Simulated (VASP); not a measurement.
## MnS: single point with PBEsol

The system is MnS.

```
Mn S
1.0
     0.00000    2.48238    2.48238
     2.48238    0.00000    2.48238
     2.48238    2.48238    0.00000
Mn S
1 1
Direct
  0.00000 0.00000 0.00000
  0.75000 0.75000 0.75000
```

| Property | Result |
| --- | --- |
| Program | VASP 6.6.1 |
| Task | single point |
| Functional | PBEsol |
| Potentials or basis | VASP PAW PBE potentials, release 64 (Mn_pv, S) |
| Cutoff | 520 eV |
| k mesh | 16 × 16 × 16 |
| Occupations | gaussian, width 0.15 eV |
| Spin | collinear spin, ferromagnetic start |
| Starting moments | [1.75, 0.0] μB |
| Fixed moment | 1.75 μB |
| Dipole correction | no |
| Further INCAR settings | ALGO = Normal; EDIFF = 1e-07; NBANDS = 20 |

| Quantity | Value |
| --- | --- |
| Pressure | 3.4 GPa |
| Net moment | 1.75 μB per cell |
| Site moments | Mn +1.70; S -0.05 μB |
| Valence electrons inside the program's atomic spheres | Mn 11.99; S 3.74 |

Wall time 88 s on 1 thread of Intel(R) Xeon(R) 6975P-C (Granite Rapids), with other jobs on the host, peak memory 0.26 GiB.

Caveat: the cell stands under pressure; the PAW data sets were made with another functional, which shifts forces and pressure a little; the total moment is fixed, so each spin has its own Fermi level; a cell with one magnetic atom can't hold antiferromagnetic order, which such compounds often take.
